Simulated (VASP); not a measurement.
# Pt (I4/mmm) in VASP: a series of runs

Pt is run at these levels: PBEsol; tasks: single point.

Program: VASP 6.6.1. These are calculated values, not measurements. Logs are shortened: lines on timing, memory, paths and dates and some standing lists are left out, and cuts for length are marked.

## Step 1: The cell of the first run

It takes space group I4/mmm (No. 139, tetragonal). Conventional cell: a = 2.840 Å, b = 2.840 Å, c = 4.114 Å, α = 90.00°, β = 90.00°, γ = 90.00°. Pt (site symmetry 4/mmm) has 12 Pt at 2.84 to 2.87 Å within 3.7 Å.

## Step 2: Single point, PBEsol (strain +0.025 along x and y, +0.050 along z)

The input, INCAR:

```
SYSTEM = Pt
  PREC = Accurate
  ENCUT = 520
  EDIFF = 1E-7
  ISMEAR = 0
  SIGMA = 0.15
  LREAL = .False.
  LASPH = .True.
  NELM = 60
  ALGO = Fast
  ISIF = 2
  LWAVE = .False.
  LCHARG = .True.
  GGA = PS
  LELF = .True.
  LVHAR = .True.
  NBANDS = 11
```

The input, KPOINTS:

```
regular mesh
0
Gamma
  26 26 26
  0 0 0
```

The input, POSCAR:

```
Pt
1.0
    0.0000000000      2.0080061041      2.0569818628
    2.0080061041      0.0000000000      2.0569818628
    2.0080061041      2.0080061041      0.0000000000
Pt
1
Direct
    0.0000000000      0.0000000000      0.0000000000
```

Potentials or basis: VASP PAW PBE potentials, release 64 (Pt).

On the command line:

```bash
$ cat potpaw_PBE.64/Pt/POTCAR > POTCAR
$ mpirun -np 1 vasp_std > vasp.out
```

OUTCAR:

```text
SYSTEM = Pt
   PREC = Accurate
   ENCUT = 520
   EDIFF = 1E-7
   ISMEAR = 0
   LREAL = .False.
   LASPH = .True.
   NELM = 60
   ISIF = 2
   GGA = PS

 ion  position               nearest neighbor table
   1  0.000  0.000  0.000-

  LATTYP: Found a body centered tetragonal cell.
 ALAT       =     2.8397494657
 C/A-ratio  =     1.4487065761

  Lattice vectors:

 A1 = (  -2.0080061041,   0.0000000000,   2.0569818628)
 A2 = (   2.0080061041,   0.0000000000,   2.0569818628)
 A3 = (   0.0000000000,   2.0080061041,  -2.0569818628)

Analysis of symmetry for initial positions (statically):
=====================================================================
 Subroutine PRICEL returns:
 Original cell was already a primitive cell.

 Routine SETGRP: Setting up the symmetry group for a
 body centered tetragonal supercell.

 Subroutine GETGRP returns: Found 16 space group operations
 (whereof 16 operations were pure point group operations)
 out of a pool of 16 trial point group operations.

The static configuration has the point symmetry D_4h.

Analysis of symmetry for dynamics (positions and initial velocities):
=====================================================================
 Subroutine PRICEL returns:
 Original cell was already a primitive cell.

 Routine SETGRP: Setting up the symmetry group for a
 body centered tetragonal supercell.

 Subroutine GETGRP returns: Found 16 space group operations
 (whereof 16 operations were pure point group operations)
 out of a pool of 16 trial point group operations.

The dynamic configuration has the point symmetry D_4h.

 Subroutine INISYM returns: Found 16 space group operations
 (whereof 16 operations are pure point group operations),
 and found     1 'primitive' translations

----------------------------------------------------------------------------------------

                                     Primitive cell

  volume of cell :      16.5879

  direct lattice vectors                    reciprocal lattice vectors
     0.000000000  2.008006104  2.056981863    -0.249003227  0.249003227  0.243074579
     2.008006104  0.000000000  2.056981863     0.249003227 -0.249003227  0.243074579
     2.008006104  2.008006104  0.000000000     0.249003227  0.249003227 -0.243074579

  length of vectors
     2.874589170  2.874589170  2.839749466     0.427890716  0.427890716  0.427890716

  position of ions in fractional coordinates (direct lattice)
     0.000000000  0.000000000  0.000000000

  ion indices of the primitive-cell ions
   primitive index   ion index
                 1           1

----------------------------------------------------------------------------------------

 KPOINTS: regular mesh

Automatic generation of k-mesh.
 Grid dimensions read from file:
 generate k-points for:   26   26   26

 Generating k-lattice:

  Cartesian coordinates                     Fractional coordinates (reciprocal lattice)
    -0.009577047  0.009577047  0.009349022     0.038461538 -0.000000000  0.000000000
     0.009577047 -0.009577047  0.009349022    -0.000000000  0.038461538  0.000000000
     0.009577047  0.009577047 -0.009349022     0.000000000  0.000000000  0.038461538

  Length of vectors
     0.016457335  0.016457335  0.016457335

  Shift w.r.t. Gamma in fractional coordinates (k-lattice)
     0.000000000  0.000000000  0.000000000

 Subroutine IBZKPT returns following result:
 ===========================================

 Found   1330 irreducible k-points:

 Following reciprocal coordinates:
            Coordinates               Weight
  0.000000  0.000000  0.000000      1.000000
  0.038462  0.000000  0.000000      8.000000
  0.076923  0.000000  0.000000      8.000000
  0.115385 -0.000000  0.000000      8.000000
  0.153846  0.000000  0.000000      8.000000
  0.192308  0.000000  0.000000      8.000000
[... 16 lines left out ...]
  0.346154  0.038462  0.000000      8.000000
  0.384615  0.038462  0.000000      8.000000
 [... further k-points ...]
   k-points           NKPTS =   1330   k-points in BZ     NKDIM =   1330   number of bands    NBANDS=     11
   number of dos      NEDOS =    301   number of ions     NIONS =      1
   total plane-waves  NPLWV =  13824
   dimension x,y,z NGX =    24 NGY =   24 NGZ =   24
   dimension x,y,z NGXF=    48 NGYF=   48 NGZF=   48
   ions per type =               1
   NGX,Y,Z   is equivalent  to a cutoff of  13.88, 13.88, 14.05 a.u.
   NGXF,Y,Z  is equivalent  to a cutoff of  27.76, 27.76, 28.10 a.u.
 SYSTEM =  Pt
   PREC   = accura    normal or accurate (medium, high low for compatibility)
   ISTART =      0    job   : 0-new  1-cont  2-samecut
   ICHARG =      2    charge: 1-file 2-atom 10-const
   ISPIN  =      1    spin polarized calculation?
   LNONCOLLINEAR =      F non collinear calculations
   LSORBIT =      F    spin-orbit coupling
   LASPH  =      T    aspherical Exc in radial PAW
   ENCUT  =  520.0 eV  38.22 Ry    6.18 a.u.   5.34  5.34  5.28*2*pi/ulx,y,z
   NELM   =     60;   NELMIN=  2; NELMDL= -5     # of ELM steps
   EDIFF  = 0.1E-06   stopping-criterion for ELM
   LREAL  =      F    real-space projection
   EDIFFG = 0.1E-05   stopping-criterion for IOM
   NSW    =      0    number of steps for IOM
   IBRION =     -1    ionic relax: 0-MD 1-quasi-New 2-CG
   NFREE  =      0    steps in history (QN), initial steepest desc. (CG)
   ISIF   =      2    stress and relaxation
   ISYM   =      2    0-nonsym 1-usesym 2-fastsym
   POTIM  = 0.5000    time-step for ionic-motion
   TEBEG  =    0.0;   TEEND  =   0.0 temperature during run
   PSTRESS=    0.0 pullay stress
   NELECT =      10.0000    total number of electrons
   NUPDOWN=      -1.0000    fix difference up-down
   EMIN   =  10.00;   EMAX   =-10.00  energy-range for DOS
   EFERMI =   0.00;   METHOD = LEGACY
   ISMEAR =     0;   SIGMA  =   0.15  broadening in eV -4-tet -1-fermi 0-gaus
   EFERMI_NEDOS =   21; number of points for ismear=-14 and -15
   IALGO  =     68    algorithm
   IMIX   =      4    mixing-type and parameters
     AMIX     =   0.40;   BMIX     =  1.00
     AMIX_MAG =   1.60;   BMIX_MAG =  1.00
  volume/ion in A,a.u.               =      16.59       111.94
  Fermi-wavevector in a.u.,A,eV,Ry     =   1.382965  2.613426 26.022413  1.912593
  Thomas-Fermi vector in A             =   2.507607
   LORBIT       =      0    0 simple, 1 ext, 2 COOP (PROOUT), +10 PAW based schemes
   GGA     = PS    functional components
   LHFCALC =     F    Hartree Fock is set to
   AEXX    =    0.0000 exact exchange contribution
   IVDW    =     0    specifies the selected vdW correction
   LEPSILON=     F    determine dielectric tensor
   LRPA    =     F    only Hartree local field effects (RPA)
 non-spin polarized calculation
 RMM-DIIS sequential band-by-band and
 Gauss-broadening in eV      SIGMA  =   0.15
  energy-cutoff  :      520.00
  volume of cell :       16.59
 maximum number of plane-waves:       460
 NGX is ok and might be reduce to    24
   NGX = 11   NGY = 11   NGZ = 11

 number of electron      10.0000000 magnetization

 number of electron       9.9999999 magnetization

 Free energy of the ion-electron system (eV)
  ---------------------------------------------------
  ext. energy  EPLUGINS =         0.00000000
  ---------------------------------------------------
  free energy    TOTEN  =        -6.85451796 eV

  energy without entropy =       -6.82936593  energy(sigma->0) =       -6.84194194

 E-fermi :   9.3459     XC(G=0): -13.0699

 val. band max:        9.3450331449   @ k =   0.3846   0.2692   0.0385
 cond. band min:       9.3464254634   @ k =  -0.3846   0.1538   0.1154
 fundamental gap:      0.0013923185
 Fermi energy:         9.3458657880

 k-point     1 :       0.0000    0.0000    0.0000
  band No.  band energies     occupation
      1       0.0922      2.00000
      2       5.9282      2.00000
      3       6.1834      2.00000
      4       6.1834      2.00000
      5       7.8087      2.00000
      6       8.0993      2.00000
      7      24.1977      0.00000
      8      28.2739      0.00000
      9      28.7833      0.00000
     10      28.7833      0.00000
     11      33.5886      0.00000

 k-point     2 :       0.0385    0.0000    0.0000
  band No.  band energies     occupation
      1       0.1468      2.00000
      2       5.9349      2.00000
      3       6.1748      2.00000
      4       6.2045      2.00000
      5       7.7992      2.00000
      6       8.0861      2.00000
      7      24.2770      0.00000
      8      28.1455      0.00000
      9      28.6438      0.00000
     10      28.8612      0.00000
     11      33.9460      0.00000

 k-point     3 :       0.0769    0.0000    0.0000
  band No.  band energies     occupation
      1       0.3086      2.00000
      2       5.9333      2.00000
      3       6.1714      2.00000
      4       6.2644      2.00000
      5       7.7756      2.00000
      6       8.0507      2.00000
      7      24.5028      0.00000
      8      27.4276      0.00000
      9      28.7631      0.00000
     10      29.0903      0.00000
     11      34.6532      0.00000

 k-point     4 :       0.1154   -0.0000    0.0000
  band No.  band energies     occupation
      1       0.5711      2.00000
      2       5.8844      2.00000
      3       6.2125      2.00000
      4       6.3524      2.00000
      5       7.7532      2.00000
      6       8.0065      2.00000
      7      24.8308      0.00000
      8      26.4161      0.00000
      9      29.1092      0.00000
     10      29.4566      0.00000
     11      34.4455      0.00000
[... 239 lines left out ...]
 k-point    22 :       0.3077    0.0385    0.0000
  band No.  band energies     occupation
      1       2.4795      2.00000
      2       5.9735      2.00000
      3       6.2316      2.00000
      4       6.5245      2.00000
      5       8.2677      2.00000
      6       8.5647      2.00000
      7      20.4301      0.00000
      8      25.2087      0.00000
      9      29.6126      0.00000
     10      30.5844      0.00000
     11      32.4361      0.00000

 k-point    23 :       0.3462    0.0385    0.0000
  band No.  band energies     occupation
      1       2.7377      2.00000
      2       6.1192      2.00000
      3       6.4355      2.00000
      4       6.4487      2.00000
      5       8.5944      2.00000
      6       8.7910      2.00000
      7      18.9780      0.00000
      8      24.7747      0.00000
      9      29.0768      0.00000
     10      29.7403      0.00000
     11      33.3445      0.00000

 k-point    24 :       0.3846    0.0385    0.0000
  band No.  band energies     occupation
      1       2.8809      2.00000
      2       6.0355      2.00000
      3       6.3680      2.00000
      4       7.0523      2.00000
      5       8.9387      1.99988
      6       9.0073      1.99859
      7      17.5534      0.00000
      8      24.3762      0.00000
      9      28.5277      0.00000
     10      28.8852      0.00000
     11      34.3366      0.00000

 [... further k-points ...]

------------------------ aborting loop because EDIFF is reached ----------------------------------------

  FORCE on cell =-STRESS in cart. coord.  units (eV):
  Direction    XX          YY          ZZ          XY          YZ          ZX
  --------------------------------------------------------------------------------------
  -------------------------------------------------------------------------------------
  Total       -2.1967921     -2.1967921     -2.3825737      0.0000000      0.0000000      0.0000000
  in kB     -212.1822330   -212.1822330   -230.1263806      0.0000000      0.0000000      0.0000000
  external PRESSURE =    -218.1636155 kB  Pullay stress =       0.0000000 kB

 VOLUME and BASIS-vectors are now :
 -----------------------------------------------------------------------------
  energy-cutoff  :      520.00
  volume of cell :       16.59
      direct lattice vectors                 reciprocal lattice vectors
     0.000000000  2.008006104  2.056981863    -0.249003227  0.249003227  0.243074579
     2.008006104  0.000000000  2.056981863     0.249003227 -0.249003227  0.243074579
     2.008006104  2.008006104  0.000000000     0.249003227  0.249003227 -0.243074579

 POSITION                                       TOTAL-FORCE (eV/Angst)
 -----------------------------------------------------------------------------------
      0.00000      0.00000      0.00000         0.000000      0.000000      0.000000
 -----------------------------------------------------------------------------------
    total drift:                               -0.000000      0.000000      0.000000

  FREE ENERGIE OF THE ION-ELECTRON SYSTEM (eV)
  ---------------------------------------------------
  free  energy   TOTEN  =        -6.8545179576 eV

  energy  without entropy=       -6.8293659281  energy(sigma->0) =       -6.84194194
```

It took 8.8 min on 1 thread of AMD EPYC 7R13, shared host; peak memory 0.32 GiB.

What came out:

| Quantity | Value |
| --- | --- |
| Free energy | -6.8545 eV |
| Pressure | -21.8 GPa |
| Band gap on the k mesh | zero (band 5 reaches 9.86 eV, above the bottom of band 6 at 7.88 eV) |

Caveat: the cell differs from its parent crystal (strain +0.025 along x and y, +0.050 along z); the PAW data sets were made with another functional, which shifts forces and pressure a little; spin-orbit coupling is left out, which moves the levels of the heavy elements.

## Step 3: Single point, PBEsol (strain +0.050 along x and y, +0.025 along z)

The input, INCAR:

```
PREC = Accurate
ENCUT = 520
EDIFF = 1E-7
ISMEAR = 0
SIGMA = 0.15
LREAL = F
LASPH = T
NELM = 80
ALGO = Fast
ISIF = 2
LWAVE = F
LCHARG = F
GGA = PS
NBANDS = 11
```

The input, KPOINTS:

```
Automatic mesh
0
Gamma
  26 26 26
```

The input, POSCAR:

```
Pt
1.0
    0.0000000000      2.0569818628      2.0080061041
    2.0569818628      0.0000000000      2.0080061041
    2.0569818628      2.0569818628      0.0000000000
Pt
1
Direct
    0.0000000000      0.0000000000      0.0000000000
```

Potentials or basis: VASP PAW PBE potentials, release 64 (Pt).

On the command line:

```bash
$ cat potpaw_PBE.64/Pt/POTCAR > POTCAR
$ mpirun -np 1 vasp_std > vasp.out
```

It took 8.9 min on 1 thread of AMD EPYC 7R13, shared host; peak memory 0.33 GiB.

The run converged. Its results:

```yaml
Free_energy: -6.7952 eV
Pressure: -25.4 GPa
Band_gap_on_the_k_mesh: zero (band 5 reaches 9.40 eV, above the bottom of band 6 at 7.52 eV)
```

Stress tensor (GPa, compression positive):
```
-25.83   0.00   0.00
  0.00 -25.83   0.00
  0.00   0.00 -24.47
```

Levels at points of the mesh, in eV from the Fermi level:
| k point | band 3 | band 4 | band 5 | band 6 | band 7 | band 8 |
| --- | --- | --- | --- | --- | --- | --- |
| (0.00, 0.00, 0.00) | -3.20 | -2.96 | -1.47 | -1.20 | 14.89 | 19.01 |
| (0.50, 0.00, 0.00) | -3.04 | -0.06 | -0.03 | 0.08 | 4.96 | 14.38 |
| (0.50, 0.50, 0.00) | -0.01 | 0.39 | 0.39 | 2.24 | 8.00 | 10.67 |
| (0.50, 0.00, 0.50) | 0.00 | 0.29 | 0.47 | 1.82 | 7.44 | 11.05 |

Caveat: the cell differs from its parent crystal (strain +0.050 along x and y, +0.025 along z); the PAW data sets were made with another functional, which shifts forces and pressure a little; spin-orbit coupling is left out, which moves the levels of the heavy elements.

## Step 4: Single point, PBEsol (strain -0.025 along x and y, +0.050 along z)

The input, INCAR:

```
SYSTEM = Pt
ALGO = Fast ; EDIFF = 1E-6
ENCUT = 520 ; GGA = PS
ISIF = 2 ; ISMEAR = 0
LASPH = .TRUE. ; LCHARG = .FALSE.
LREAL = .FALSE. ; LWAVE = .FALSE.
NBANDS = 11 ; NELM = 60
PREC = Accurate ; SIGMA = 0.15
```

The input, KPOINTS:

```
k-points
0
G
  26 26 26
  0 0 0
```

The input, POSCAR:

```
Pt
1.0
    0.0000000000      1.9100545869      2.0569818628
    1.9100545869      0.0000000000      2.0569818628
    1.9100545869      1.9100545869      0.0000000000
Pt
1
Direct
    0.0000000000      0.0000000000      0.0000000000
```

On the command line:

```bash
$ cat potpaw_PBE.64/Pt/POTCAR > POTCAR
$ mpirun -np 1 vasp_std > vasp.out
```

Wall time 2.7 min (1 thread of Intel Xeon Platinum 8259CL at 2.50GHz (Skylake/Cascade Lake), shared host); peak memory 0.33 GiB.

The run converged. Its results:

```yaml
Free_energy: -6.9527 eV
Pressure: 1.0 GPa
Band_gap_on_the_k_mesh: zero (band 5 reaches 12.10 eV, above the bottom of band 6 at 9.49 eV)
```

Stress tensor (GPa, compression positive):
```
 4.17  0.00  0.00
 0.00  4.17  0.00
 0.00  0.00 -5.49
```

Levels at points of the mesh, in eV from the Fermi level:
```csv
k point,band 2,band 3,band 4,band 5,band 6,band 7,band 8,band 9
"(0.00, 0.00, 0.00)",-4.40,-3.47,-3.47,-2.19,-1.10,14.73,18.40,20.26
"(0.50, 0.00, 0.00)",-4.29,-3.43,-0.53,-0.12,0.25,5.91,14.03,18.51
"(0.50, 0.50, 0.00)",-6.70,0.12,0.48,0.48,0.82,7.65,12.29,12.29
"(0.50, 0.00, 0.50)",-6.63,-0.05,0.12,0.93,2.22,9.60,10.74,11.21
```

Caveat: the cell differs from its parent crystal (strain -0.025 along x and y, +0.050 along z); the PAW data sets were made with another functional, which shifts forces and pressure a little; spin-orbit coupling is left out, which moves the levels of the heavy elements.

## Step 5: Single point, PBEsol (strain +0.000 along x and y, +0.025 along z)

The input, INCAR:

```
SYSTEM = Pt
  PREC = Accurate
  ENCUT = 520
  EDIFF = 1E-6
  ISMEAR = 0
  SIGMA = 0.15
  LREAL = .FALSE.
  LASPH = .TRUE.
  NELM = 60
  ALGO = Fast
  ISIF = 2
  LWAVE = .FALSE.
  LCHARG = .TRUE.
  GGA = PS
  LELF = .TRUE.
  LVHAR = .TRUE.
  NBANDS = 11
```

The input, KPOINTS:

```
Automatic mesh
0
G
  26 26 26
  0 0 0
```

The input, POSCAR:

```
Pt
1.0
    0.0000000000      1.9590303455      2.0080061041
    1.9590303455      0.0000000000      2.0080061041
    1.9590303455      1.9590303455      0.0000000000
Pt
1
Direct
    0.0000000000      0.0000000000      0.0000000000
```

On the command line:

```bash
$ cat potpaw_PBE.64/Pt/POTCAR > POTCAR
$ mpirun -np 1 vasp_std > vasp.out
```

Wall time 3.4 min (1 thread of Intel Xeon Platinum 8259CL at 2.50GHz (Skylake/Cascade Lake), shared host); peak memory 0.34 GiB.

Results (log left out):

```yaml
Free_energy: -6.9636 eV
Pressure: -6.9 GPa
Band_gap_on_the_k_mesh: zero (band 5 reaches 11.28 eV, above the bottom of band 6 at 9.02 eV)
```

Stress tensor (GPa, compression positive):
```
-6.04  0.00  0.00
 0.00 -6.04  0.00
 0.00  0.00 -8.62
```

Levels at points of the mesh, in eV from the Fermi level:
| k point | band 3 | band 4 | band 5 | band 6 | band 7 | band 8 |
| --- | --- | --- | --- | --- | --- | --- |
| (0.00, 0.00, 0.00) | -3.57 | -3.57 | -1.74 | -1.40 | 14.70 | 19.12 |
| (0.50, 0.00, 0.00) | -3.58 | -0.45 | -0.02 | 0.11 | 5.65 | 14.21 |
| (0.50, 0.50, 0.00) | 0.04 | 0.46 | 0.46 | 1.45 | 8.18 | 11.57 |
| (0.50, 0.00, 0.50) | 0.00 | 0.36 | 0.60 | 1.91 | 8.81 | 11.05 |

Caveat: the cell differs from its parent crystal (strain +0.000 along x and y, +0.025 along z); the PAW data sets were made with another functional, which shifts forces and pressure a little; spin-orbit coupling is left out, which moves the levels of the heavy elements.

## Step 6: Summary

```csv
cell,further INCAR settings,gap on the mesh (eV),pressure (GPa)
"a = 2.875, b = 2.875, c = 2.840 Å, angles 60.4, 60.4, 59.2°, 1 atom",ALGO = Fast; EDIFF = 1e-07; NBANDS = 11,none,-21.8
"a = 2.875, b = 2.875, c = 2.909 Å, angles 59.6, 59.6, 60.8°, 1 atom",ALGO = Fast; EDIFF = 1e-07; NBANDS = 11,none,-25.4
"a = 2.807, b = 2.807, c = 2.701 Å, angles 61.2, 61.2, 57.5°, 1 atom",ALGO = Fast; EDIFF = 1e-06; NBANDS = 11,none,1.0
"a = 2.805, b = 2.805, c = 2.770 Å, angles 60.4, 60.4, 59.2°, 1 atom",ALGO = Fast; EDIFF = 1e-06; NBANDS = 11,none,-6.9
```

Alike in all rows: task single point; level PBEsol; potentials or basis VASP PAW PBE potentials, release 64 (Pt); no spin polarisation; k mesh 26 × 26 × 26; cutoff (eV) 520; smearing gaussian 0.15 eV.

Caveats: the PAW data sets were made with another functional, which shifts forces and pressure a little; spin-orbit coupling is left out, which moves the levels of the heavy elements.

Total energies depend on the potentials used, so only differences within one code and one set of settings carry meaning.
